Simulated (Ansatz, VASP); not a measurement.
## One calculation of I, two programs

POSCAR

```
I
1.0
   -2.3207320000      2.3207320000      2.3207320000
    2.3207320000     -2.3207320000      2.3207320000
    2.3207320000      2.3207320000     -2.3207320000
I
1
Direct
    0.0000000000      0.0000000000      0.0000000000
```

Contents of INCAR.step1:

```
PREC = Accurate
ENCUT = 520
ISMEAR = -1
SIGMA = 0.1
LREAL = False
LASPH = True
NELM = 60
NBANDS = 10
GGA = PE
ALGO = Normal
EDIFF = 1E-4
LWAVE = True
LCHARG = False
```

INCAR.step2

```
PREC = Accurate
ENCUT = 520
EDIFF = 1E-6
ISMEAR = -1
SIGMA = 0.1
LREAL = False
LASPH = True
NELM = 60
ALGO = Normal
ISIF = 2
LWAVE = False
LCHARG = True
METAGGA = R2SCAN
LMIXTAU = True
LELF = True
LVHAR = True
NBANDS = 10
ISTART = 1
```

File KPOINTS:

```
Automatic mesh
0
Gamma
  10 10 10
```

Input for Ansatz:

```yaml
crystal:
  lattice:
    - [-2.320732, 2.320732, 2.320732]
    - [2.320732, -2.320732, 2.320732]
    - [2.320732, 2.320732, -2.320732]
  atoms:
    - { symbol: I, position: [0.0, 0.0, 0.0] }
  symmetry: { tolerance: 0.0003 }
kpoints:
  mp_grid: { grid: [10, 10, 10], shift: [0, 0, 0] }
  band_path:
    path:
      - [0.0, 0.0, 0.0]
      - [0.5, -0.5, 0.5]
      - [0.0, 0.0, 0.5]
      - [0.0, 0.0, 0.0]
      - [0.25, 0.25, 0.25]
      - [0.5, -0.5, 0.5]
    npoints: 10
magnetization:
  spin_polarized: false
scf:
  occupations: { method: fermi_dirac }
  lower_state_search: "off"
  max_iter: 200
hamiltonian:
  pseudopotentials: { kind: paw }
  xc: r2scan
basis:
  ecutwfc: 500
  fft_grid_basis: typed
output:
  forces: true
  stress: true
  eigenvalues: true
  bader: true
  populations: true
  elf: true
  write_potential: true
  volumetric_format: npy
  dos:
    e_range: [-12, 8]
    de: 0.05
    projected: { site_lists: { I: [I] } }
checkpoint:
  read: saved_state
```

Alike in both runs: task single point; functional r2SCAN; k mesh 10 × 10 × 10; no spin polarisation.

```csv
,VASP,Ansatz
version,VASP 6.6.1,Ansatz 0.2.0
potentials or method,"VASP PAW PBE potentials, release 64 (I), cutoff 520 eV",PAW plane waves
occupations,"fermi-dirac, width 0.1 eV",fermi-dirac
valence electrons in the cell,7,17
```

|  | VASP | Ansatz | Ansatz less VASP |
| --- | --- | --- | --- |
| pressure (GPa) | -3.2 | -3.1 | +0.01 |

VASP's potentials were made for PBE, not for r2SCAN. VASP's potentials hold 7 valence electrons a cell and Ansatz's 17, so a difference there can come from the potentials and not from the codes.

Neither program's run includes spin-orbit coupling.
